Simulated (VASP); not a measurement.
A run of VASP 6.6.1 is set up as follows.

File INCAR:

```
PREC = Accurate
ENCUT = 520
EDIFF = 1E-6
ISMEAR = 0
SIGMA = 0.1
LREAL = False
LASPH = True
NELM = 80
ALGO = Normal
ISIF = 2
LWAVE = False
LCHARG = False
GGA = PE
NBANDS = 13
```

The input KPOINTS:

```
regular mesh
0
Gamma
  8 8 8
```

Contents of POSCAR:

```
C
1.0
    1.2371465001     -3.0351767337      0.0000000000
    1.2371465001      3.0351767337      0.0000000000
    0.0000000000      0.0000000000      2.4635143776
C
3
Direct
    0.6813114277      0.3186885723      0.5000000000
    0.3186885723      0.6813114277      0.5000000000
    0.5000000000      0.5000000000      0.0000000000
```

Potentials or basis: VASP PAW PBE potentials, release 64 (C).

Launch:

```console
$ cat potpaw_PBE.64/C/POTCAR > POTCAR
$ mpirun -np 1 vasp_std > vasp.out
```

Q: What does it give for the pressure?

A: 0.4 GPa.

Q: Estimate the band gap on the k mesh.

A: Zero (band 6 reaches 12.27 eV, above the bottom of band 7 at 7.42 eV).

Q: Predict the largest force.

A: 0.023 eV/Å.

Stress tensor (GPa, compression positive):
```
0.56 0.00 0.00
0.00 0.46 0.00
0.00 0.00 0.15
```
